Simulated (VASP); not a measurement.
Here is a VASP 6.6.1 calculation.

Contents of INCAR:

```
SYSTEM = Rh
  ALGO = Fast
  EDIFF = 1E-6
  ENCUT = 520
  GGA = PS
  ISIF = 2
  ISMEAR = 0
  LASPH = .TRUE.
  LCHARG = .TRUE.
  LELF = .TRUE.
  LREAL = .FALSE.
  LVHAR = .TRUE.
  LWAVE = .FALSE.
  NBANDS = 22
  NELM = 60
  PREC = Accurate
  SIGMA = 0.15
```

KPOINTS

```
k-points
0
G
  21 21 12
  0 0 0
```

File POSCAR:

```
Rh
1.0
    2.7551702039      0.0000000000      0.0000000000
   -1.3775851019      2.3860473883      0.0000000000
    0.0000000000      0.0000000000      4.6182162957
Rh
2
Direct
    0.6666666667      0.3333333333      0.7500000000
    0.3333333333      0.6666666667      0.2500000000
```

Potentials or basis: VASP PAW PBE potentials, release 64 (Rh_pv).

The run is started by

```console
$ cat potpaw_PBE.64/Rh_pv/POTCAR > POTCAR
$ mpirun -np 1 vasp_std > vasp.out
```

(1) What does it give for the pressure?

(2) Estimate the band gap on the k mesh.

Results:

(1) -24.4 GPa.

(2) zero (band 15 reaches 10.71 eV, above the bottom of band 16 at 8.64 eV).

Caveat: the PAW data sets were made with another functional, which shifts forces and pressure a little.
